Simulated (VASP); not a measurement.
Write the native input for VASP 6.6.1 that does the following.

```
Task                   : single point
Functional             : PBEsol
Potentials or basis    : VASP PAW PBE potentials, release 64 (Mg, O)
Cutoff                 : 520 eV
k mesh                 : 9 × 9 × 6
Occupations            : gaussian, width 0.05 eV
Spin                   : no spin polarisation
Dipole correction      : no
Further INCAR settings : ALGO = Normal; EDIFF = 1e-06; NBANDS = 16
```

The structure of MgO lies in POSCAR:

```
MgO
1.0
    3.3258200135      0.0000000000      0.0000000000
   -1.6629100067      2.8802446201      0.0000000000
    0.0000000000      0.0000000000      4.9521460001
Mg O
2 2
Direct
    0.3333333333      0.6666666667      0.0036583380
    0.6666666667      0.3333333333      0.5036583380
    0.3333333333      0.6666666667      0.4009416620
    0.6666666667      0.3333333333      0.9009416620
```

This cell differs from its parent crystal: c/a of the conventional cell at fixed volume 1.4890.

The input as run:

INCAR

```
SYSTEM = MgO
PREC     = Accurate       ! precision mode
ENCUT    = 520            ! plane-wave cutoff, eV
EDIFF    = 1E-6           ! SCF threshold, eV
ISMEAR   = 0              ! smearing method
SIGMA    = 0.05           ! smearing width, eV
LREAL    = .FALSE.        ! projectors in reciprocal space
LASPH    = .TRUE.         ! aspherical terms in the spheres
NELM     = 80             ! most SCF steps
ALGO     = Normal         ! electronic algorithm
ISIF     = 2              ! what is computed and relaxed
LWAVE    = .FALSE.        ! write WAVECAR
LCHARG   = .FALSE.        ! write CHGCAR
GGA      = PS             ! functional
NBANDS   = 16             ! bands
```

KPOINTS

```
Automatic mesh
0
G
  9 9 6
  0 0 0
```

Potentials or basis: VASP PAW PBE potentials, release 64 (Mg, O).

Launch:

```bash
$ cat potpaw_PBE.64/Mg/POTCAR potpaw_PBE.64/O/POTCAR > POTCAR
$ mpirun -np 1 vasp_std > vasp.out
```

Results of the run:

| Quantity | Value |
| --- | --- |
| Pressure | -0.5 GPa |
| Largest force | 0.216 eV/Å |
| Band gap on the k mesh | 3.32 eV, direct |

Caveat: the PAW data sets were made with another functional, which shifts forces and pressure a little.

Run time: 72 s on 1 thread of AMD EPYC 7R13, on a shared host, peak memory 0.16 GiB.
